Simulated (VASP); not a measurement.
Wanted: the native input for a VASP 6.6.1 run.

```yaml
Task: single point
Functional: PBEsol
Potentials_or_basis: VASP PAW PBE potentials, release 64 (In_d, Sb)
Cutoff: 520 eV
k_mesh: 14 × 14 × 14
Occupations: gaussian, width 0.15 eV
Spin: no spin polarisation
Dipole_correction: no
Further_INCAR_settings: ALGO = Normal; EDIFF = 1e-06; NBANDS = 16
```

The structure of InSb lies in POSCAR:

```
InSb
1.0
    0.0000000000      2.8989585873      3.2729242451
    2.8989585873      0.0000000000      3.2729242451
    2.8989585873      2.8989585873      0.0000000000
In Sb
1 1
Direct
    0.0000000000      0.0000000000      0.0000000000
    0.5000000000      0.5000000000      0.5000000000
```

These files were run (other wordings do the same):

INCAR

```
ALGO     = Normal         # electronic algorithm
EDIFF    = 1E-6           # SCF threshold, eV
ENCUT    = 520            # plane-wave cutoff, eV
GGA      = PS             # functional
ISIF     = 2              # what is computed and relaxed
ISMEAR   = 0              # smearing method
LASPH    = T              # aspherical terms in the spheres
LCHARG   = F              # write CHGCAR
LREAL    = F              # projectors in reciprocal space
LWAVE    = F              # write WAVECAR
NBANDS   = 16             # bands
NELM     = 60             # most SCF steps
PREC     = Accurate       # precision mode
SIGMA    = 0.15           # smearing width, eV
```

KPOINTS

```
k-points
0
Gamma
  14 14 14
```

Potentials or basis: VASP PAW PBE potentials, release 64 (In_d, Sb).

Run with:

```bash
$ cat potpaw_PBE.64/In_d/POTCAR potpaw_PBE.64/Sb/POTCAR > POTCAR
$ mpirun -np 1 vasp_std > vasp.out
```

Results of the run:

The pressure is 1.7 GPa. The band gap on the k mesh is zero (bands 9 and 10 overlap by 2.80 eV).

Caveat: the PAW data sets were made with another functional, which shifts forces and pressure a little; spin-orbit coupling is left out, which moves the levels of the heavy elements.

Run time: 67 s on 1 thread of Intel(R) Xeon(R) 6975P-C (Granite Rapids), on a shared host, peak memory 0.36 GiB.
